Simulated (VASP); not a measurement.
# ZnO (zincite) (P6_3mc) in VASP: a series of runs, part 2 of 2

VASP 6.6.1.

## Step 3: Single point, PBE

INCAR

```
PREC = Accurate
ENCUT = 520
EDIFF = 1E-6
ISMEAR = -1
SIGMA = 0.05
LREAL = F
LASPH = T
NELM = 60
ALGO = Normal
ISIF = 2
LWAVE = F
LCHARG = T
GGA = PE
LELF = T
LVHAR = T
NBANDS = 26
```

KPOINTS

```
regular mesh
0
Gamma
  5 5 3
```

POSCAR

```
ZnO
1.0
    3.2493080000      0.0000000000      0.0000000000
   -1.6246540000      2.8139832727      0.0000000000
    0.0000000000      0.0000000000      5.2057090000
Zn O
2 2
Direct
    0.6666666667      0.3333333333      0.0000000000
    0.3333333333      0.6666666667      0.5000000000
    0.3333333333      0.6666666667      0.8790100000
    0.6666666667      0.3333333333      0.3790100000
```

Potentials or basis: VASP PAW PBE potentials, release 64 (Zn, O).

Started as:

```
$ cat potpaw_PBE.64/Zn/POTCAR potpaw_PBE.64/O/POTCAR > POTCAR
$ mpirun -np 1 vasp_std > vasp.out
```

OUTCAR:

```text
PREC = Accurate
   ENCUT = 520
   EDIFF = 1E-6
   ISMEAR = -1
   LREAL = F
   LASPH = T
   NELM = 60
   ISIF = 2
   GGA = PE

 ion  position               nearest neighbor table
   1  0.667  0.333  0.000-   4 1.97   3 1.98   3 1.98   3 1.98
   2  0.333  0.667  0.500-   3 1.97   4 1.98   4 1.98   4 1.98
   3  0.333  0.667  0.879-   2 1.97   1 1.98   1 1.98   1 1.98
   4  0.667  0.333  0.379-   1 1.97   2 1.98   2 1.98   2 1.98

  LATTYP: Found a hexagonal cell.
 ALAT       =     3.2493080000
 C/A-ratio  =     1.6020977390

  Lattice vectors:

 A1 = (   3.2493080000,   0.0000000000,   0.0000000000)
 A2 = (  -1.6246540000,   2.8139832727,   0.0000000000)
 A3 = (   0.0000000000,   0.0000000000,   5.2057090000)

Analysis of symmetry for initial positions (statically):
=====================================================================
 Subroutine PRICEL returns:
 Original cell was already a primitive cell.

 Routine SETGRP: Setting up the symmetry group for a
 hexagonal supercell.

 Subroutine GETGRP returns: Found 12 space group operations
 (whereof  6 operations were pure point group operations)
 out of a pool of 24 trial point group operations.

The static configuration has the point symmetry C_3v.
 The point group associated with its full space group is C_6v.

Analysis of symmetry for dynamics (positions and initial velocities):
=====================================================================
 Subroutine PRICEL returns:
 Original cell was already a primitive cell.

 Routine SETGRP: Setting up the symmetry group for a
 hexagonal supercell.

 Subroutine GETGRP returns: Found 12 space group operations
[... 104 lines left out ...]
   NELECT =      36.0000    total number of electrons
   NUPDOWN=      -1.0000    fix difference up-down
   EMIN   =  10.00;   EMAX   =-10.00  energy-range for DOS
   EFERMI =   0.00;   METHOD = LEGACY
   ISMEAR =    -1;   SIGMA  =   0.05  broadening in eV -4-tet -1-fermi 0-gaus
   EFERMI_NEDOS =   21; number of points for ismear=-14 and -15
   IALGO  =     38    algorithm
   IMIX   =      4    mixing-type and parameters
     AMIX     =   0.40;   BMIX     =  1.00
     AMIX_MAG =   1.60;   BMIX_MAG =  1.00
  volume/ion in A,a.u.               =      11.90        80.30
  Fermi-wavevector in a.u.,A,eV,Ry     =   1.491574  2.818667 30.270160  2.224794
  Thomas-Fermi vector in A             =   2.604212
   LORBIT       =      0    0 simple, 1 ext, 2 COOP (PROOUT), +10 PAW based schemes
   GGA     = PE    functional components
   LHFCALC =     F    Hartree Fock is set to
   AEXX    =    0.0000 exact exchange contribution
   IVDW    =     0    specifies the selected vdW correction
   LEPSILON=     F    determine dielectric tensor
   LRPA    =     F    only Hartree local field effects (RPA)
 non-spin polarized calculation
  energy-cutoff  :      520.00
  volume of cell :       47.60
 maximum number of plane-waves:      1289
   NGX = 13   NGY = 13   NGZ = 19

 number of electron      36.0000017 magnetization

 Free energy of the ion-electron system (eV)
  ---------------------------------------------------
  ext. energy  EPLUGINS =         0.00000000
  ---------------------------------------------------
  free energy    TOTEN  =       -17.81467095 eV

  energy without entropy =      -17.81465681  energy(sigma->0) =      -17.81466388

 E-fermi :   1.6215     XC(G=0): -10.9096

 val. band max:        1.2066838459   @ k =   0.0000   0.0000   0.0000
 cond. band min:       1.9936112875   @ k =   0.0000   0.0000   0.0000
 fundamental gap:      0.7869274417
 Fermi energy:         1.6215403649

 k-point     1 :       0.0000    0.0000    0.0000
  band No.  band energies     occupation
      1     -16.8819      2.00000
      2     -16.1502      2.00000
      3      -4.4836      2.00000
      4      -4.4836      2.00000
      5      -4.4444      2.00000
      6      -4.4227      2.00000
[... 279 lines left out ...]
     25      15.0552      0.00000
     26      15.7260      0.00000

------------------------ aborting loop because EDIFF is reached ----------------------------------------

  FORCE on cell =-STRESS in cart. coord.  units (eV):
  Direction    XX          YY          ZZ          XY          YZ          ZX
  --------------------------------------------------------------------------------------
  -------------------------------------------------------------------------------------
  Total        1.6132411      1.6132411      2.1148143      0.0000000      0.0000000      0.0000000
  in kB       54.3022185     54.3022185     71.1853366      0.0000000      0.0000000      0.0000000
  external PRESSURE =      59.9299246 kB  Pullay stress =       0.0000000 kB

 VOLUME and BASIS-vectors are now :
 -----------------------------------------------------------------------------
  energy-cutoff  :      520.00
  volume of cell :       47.60
      direct lattice vectors                 reciprocal lattice vectors
     3.249308000  0.000000000  0.000000000     0.307757836  0.177684070  0.000000000
    -1.624654000  2.813983273  0.000000000     0.000000000  0.355368139  0.000000000
     0.000000000  0.000000000  5.205709000     0.000000000  0.000000000  0.192096792

 POSITION                                       TOTAL-FORCE (eV/Angst)
 -----------------------------------------------------------------------------------
      1.62465      0.93799      0.00000        -0.000000     -0.000000     -0.073964
     -0.00000      1.87599      2.60285         0.000000      0.000000     -0.073964
     -0.00000      1.87599      4.57587        -0.000000      0.000000      0.073964
      1.62465      0.93799      1.97302         0.000000     -0.000000      0.073964
 -----------------------------------------------------------------------------------
    total drift:                               -0.000000     -0.000000     -0.000232

  FREE ENERGIE OF THE ION-ELECTRON SYSTEM (eV)
  ---------------------------------------------------
  free  energy   TOTEN  =       -17.8146709549 eV

  energy  without entropy=      -17.8146568104  energy(sigma->0) =      -17.81466388
```

stdout:

```text
POSCAR found type information on POSCAR ZnO
 POSCAR found :  2 types and       4 ions
 scaLAPACK will be used
 LDA part: xc-table for (Slater+PW92), standard interpolation
 POSCAR, INCAR and KPOINTS ok, starting setup
 FFT: planning ... GRIDC
 FFT: planning ... GRID_SOFT
 FFT: planning ... GRID
 WAVECAR not read
 entering main loop
```

Run time: 15 s. Hardware: 1 thread of Intel Xeon 6975P-C, shared host; peak memory 0.16 GiB.

Results:

* Free energy: -17.8147 eV
* Pressure: 6.0 GPa
* Largest force: 0.074 eV/Å
* Band gap on the k mesh: 0.79 eV, direct

Forces in eV/Å, atoms in the order of the input:
```
Zn   0.000  0.000 -0.074
Zn   0.000  0.000 -0.074
O    0.000  0.000  0.074
O    0.000  0.000  0.074
```

Levels at points of the mesh, in eV from the valence-band top:
| k point | band 15 | band 16 | band 17 | band 18 | band 19 | band 20 | band 21 | band 22 |
| --- | --- | --- | --- | --- | --- | --- | --- | --- |
| (0.00, 0.00, 0.00) | -0.81 | -0.07 | 0.00 | 0.00 | 0.79 | 5.21 | 8.26 | 12.84 |

Caveat: the k points lie up to 0.45 Å⁻¹ apart.
